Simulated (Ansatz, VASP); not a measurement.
# AlN in VASP and in Ansatz

The input INCAR:

```
SYSTEM = AlN
PREC = Accurate
ENCUT = 520
EDIFF = 1E-6
ISMEAR = 0
SIGMA = 0.05
LREAL = .FALSE.
LASPH = .TRUE.
NELM = 80
ALGO = Normal
ISIF = 2
LWAVE = .FALSE.
LCHARG = .FALSE.
GGA = PE
NBANDS = 26
```

File KPOINTS:

```
regular mesh
0
G
  8 6 4
  0 0 0
```

File POSCAR:

```
AlN
1.0
   -1.6567491617      2.8695737234      0.0000000000
    0.0000000000      0.0000000000      4.1874629526
    4.9702474850      2.8695737234      0.0000000000
Al N
4 4
Direct
    0.7216980160      0.7500000000      0.1645134544
    0.0000000000      0.7500000000      0.6666666667
    0.0000000000      0.2500000000      0.3333333333
    0.5000000000      0.2500000000      0.8333333333
    0.5000000000      0.2500000000      0.1666666667
    0.0000000000      0.2500000000      0.6666666667
    0.0000000000      0.7500000000      0.3333333333
    0.5000000000      0.7500000000      0.8333333333
```

Input for Ansatz:

```yaml
crystal:
  lattice:
    - [-1.6567491617, 2.8695737234, 0.0]
    - [0.0, 0.0, 4.1874629526]
    - [4.970247485, 2.8695737234, 0.0]
  atoms:
    - { symbol: Al, position: [0.721698016, 0.75, 0.1645134544] }
    - { symbol: Al, position: [0.0, 0.75, 0.6666666667] }
    - { symbol: Al, position: [0.0, 0.25, 0.3333333333] }
    - { symbol: Al, position: [0.5, 0.25, 0.8333333333] }
    - { symbol: "N", position: [0.5, 0.25, 0.1666666667] }
    - { symbol: "N", position: [0.0, 0.25, 0.6666666667] }
    - { symbol: "N", position: [0.0, 0.75, 0.3333333333] }
    - { symbol: "N", position: [0.5, 0.75, 0.8333333333] }
basis:
  ecutwfc: 420
kpoints:
  mp_grid: { grid: [8, 6, 4] }
hamiltonian:
  xc: pbe
  pseudopotentials: { kind: paw, azcp: { folder: soft_1 } }
scf:
  occupations: { method: gaussian, width: 0.05 }
output:
  forces: true
  stress: true
  eigenvalues: true
```

Alike in both runs: task single point; functional PBE; k mesh 8 × 6 × 4; occupations gaussian, width 0.05 eV; no spin polarisation.

```csv
,VASP,Ansatz
version,VASP 6.6.1,Ansatz 0.2.0
potentials or method,"VASP PAW PBE potentials, release 64 (Al, N), cutoff 520 eV","scalar-relativistic, plane waves, PAW"
valence electrons in the cell,32,32
```

Ansatz gave:

| Property | Result |
| --- | --- |
| gap on the k mesh at the Fermi level (eV) | 2.60 |
| least direct gap on the mesh (eV) | 2.60 |
| pressure (GPa) | 26.9 |
| traceless stress, the component that is largest in VASP (GPa) | 46.42 |
| rms of the force components (eV/Å) | 9.512 |

Problem. What did VASP give for the same quantities?

Solution. gap on the k mesh at the Fermi level (eV): 2.60; least direct gap on the mesh (eV): 2.60; pressure (GPa): 26.4; traceless stress, the component that is largest in VASP (GPa): 45.81; rms of the force components (eV/Å): 9.405.

Atom by atom the forces differ by 0.108 eV/Å (rms over components).
